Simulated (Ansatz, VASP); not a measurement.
**Ir in VASP and in Ansatz**

INCAR

```
SYSTEM = Ir
  PREC = Accurate
  ENCUT = 500
  EDIFF = 1E-6
  ISMEAR = 0
  SIGMA = 0.1
  LREAL = .False.
  LASPH = .True.
  NELM = 120
  ALGO = Normal
  ISIF = 2
  LWAVE = .False.
  LCHARG = .False.
  GGA = PE
  NBANDS = 16
  GGA_COMPAT = .False.
```

The input KPOINTS:

```
Automatic mesh
0
Gamma
  6 6 4
  0 0 0
```

Contents of POSCAR:

```
Ir
1.0
    2.7513778946      0.0000000000      0.0000000000
   -1.3756889473      2.3827631521      0.0000000000
    0.0000000000      0.0000000000      4.4622900000
Ir
2
Direct
    0.6784067700      0.3323291617      0.7371597239
    0.3141498914      0.6672369183      0.2365301041
```

Input for Ansatz:

```yaml
crystal:
  lattice:
    - [2.7513778946, 0.0, 0.0]
    - [-1.3756889473, 2.3827631521, 0.0]
    - [0.0, 0.0, 4.46229]
  atoms:
    - { symbol: Ir, position: [0.67840677, 0.3323291617, 0.7371597239] }
    - { symbol: Ir, position: [0.3141498914, 0.6672369183, 0.2365301041] }
basis: {}
kpoints:
  mp_grid: { grid: [6, 6, 4] }
hamiltonian:
  xc: pbe
scf:
  occupations: { method: gaussian, width: 0.1 }
  eigensolver: { mixed_precision: false }
  convergence: { dr2_threshold: "1e-9 eV" }
  max_iter: 57
output:
  forces: true
  stress: true
  eigenvalues: true
```

Alike in both runs: task single point; functional PBE; k mesh 6 × 6 × 4; occupations gaussian, width 0.1 eV; no spin polarisation.

|  | VASP | Ansatz |
| --- | --- | --- |
| version | VASP 6.6.1 | Ansatz 0.2.0 |
| potentials or method | VASP PAW PBE potentials, release 64 (Ir) | scalar-relativistic, plane waves, PAW |
| plane-wave cutoff (eV) | 500 | 420 |
| valence electrons in the cell | 18 | 34 |

|  | VASP | Ansatz | Ansatz less VASP |
| --- | --- | --- | --- |
| gap on the k mesh at the Fermi level (eV) | none | none | - |
| pressure (GPa) | -0.8 | -1.2 | -0.45 |
| traceless stress, the component that is largest in VASP (GPa) | -4.28 | -4.33 | -0.058 |
| rms of the force components (eV/Å) | 0.258 | 0.258 | -0.0006 |

Atom by atom the forces differ by 0.001 eV/Å (rms over components). A gap of «none» marks a metal or a gap that the smearing closes. VASP's potentials hold 18 valence electrons a cell and Ansatz's 34, so a difference there can come from the potentials and not from the codes. Ansatz's warnings: stress scf threshold loose.

The k mesh is coarse, so the values compare programs but aren't converged. Neither program's run includes spin-orbit coupling.
